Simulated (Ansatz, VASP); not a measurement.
## Ir: VASP beside Ansatz

```
Ir
1.0
     0.00000    1.91974    1.91974
     1.91974    0.00000    1.91974
     1.91974    1.91974    0.00000
Ir
1
Direct
  0.00000 0.00000 0.00000
```

Alike in both runs: task relaxation of cell and atoms; functional r2SCAN; k mesh 19 × 19 × 19; occupations fermi-dirac, width 0.1 eV; no spin polarisation.

|  | VASP | Ansatz |
| --- | --- | --- |
| version | VASP 6.6.1 | Ansatz 0.2.0 |
| potentials or method | VASP PAW PBE potentials, release 64 (Ir) | PAW with Ansatz's default frozen-core files, scalar-relativistic |
| plane-wave cutoff (eV) | 600 | 500 |
| valence electrons in the cell | 9 | 17 |

```tsv
	VASP	Ansatz	Ansatz less VASP
relaxed volume (Å³/atom)	14.31	14.22	-0.092
relaxed length of the cell vector where the two differ most in proportion (Å)	2.725	2.719	-0.0059
```

VASP's potentials were made for PBE, not for r2SCAN. VASP's potentials hold 9 valence electrons a cell and Ansatz's 17, so a difference there can come from the potentials and not from the codes.

Spin-orbit coupling is off throughout.
